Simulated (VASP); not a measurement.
B:

```xyz
3
Lattice="2.5144 0.0000 0.0000 0.0000 2.5144 0.0000 0.0000 0.0000 3.4935" Properties=species:S:1:pos:R:3 pbc="T T T"
B     1.2572    1.2572    0.7675
B     1.2572    1.2572    2.7260
B     0.0000    0.0000    0.0000
```

The cell was built from a structure type or drawn by symmetry, and may not be a known phase.

```yaml
Program: VASP 6.6.1
Task: relaxation of cell and atoms
Functional: PBE
Potentials_or_basis: VASP PAW PBE potentials, release 64 (B)
Cutoff: 600 eV
k_mesh: 6 × 6 × 6
Occupations: gaussian, width 0.1 eV
Spin: no spin polarisation
```

At the start: pressure 3.4 GPa; volume 7.36 Å³/atom.

How do energy, volume and symmetry change on relaxing?

Over 9 steps the energy falls by 195.9 meV/atom and the volume is 7.04 Å³/atom (-4.4 %); space group P4/mmm (No. 123, to 0.1 Å) before and after.

The path:
```csv
step,energy change (eV),largest force (eV/Å),pressure (GPa),volume (Å³)
1,0.0000,5.1807,3.40,22.09
2,0.2095,6.1326,-7.48,22.59
3,-0.5258,0.3309,-11.78,22.32
4,-0.5306,0.1436,-11.49,22.30
5,-0.5593,1.1133,3.93,20.83
6,-0.5809,0.5241,-2.59,21.38
7,-0.5794,0.6782,1.62,20.99
8,-0.5872,0.0360,-0.71,21.19
9,-0.5876,0.0050,0.02,21.11
```

Final structure:
```cif
data_structure
_symmetry_space_group_name_H-M 'P 1'
_symmetry_Int_Tables_number 1
_cell_length_a 2.4811
_cell_length_b 2.4811
_cell_length_c 3.4288
_cell_angle_alpha 90.000
_cell_angle_beta 90.000
_cell_angle_gamma 90.000
_cell_volume 21.11
loop_
_atom_site_label
_atom_site_type_symbol
_atom_site_fract_x
_atom_site_fract_y
_atom_site_fract_z
_atom_site_occupancy
B1 B 0.50000 0.50000 0.25187 1
B2 B 0.50000 0.50000 0.74813 1
B3 B 0.00000 0.00000 0.00000 1
```

Caveat: the k points lie up to 0.42 Å⁻¹ apart in the final cell, too coarse for converged energies and pressures of a metal.
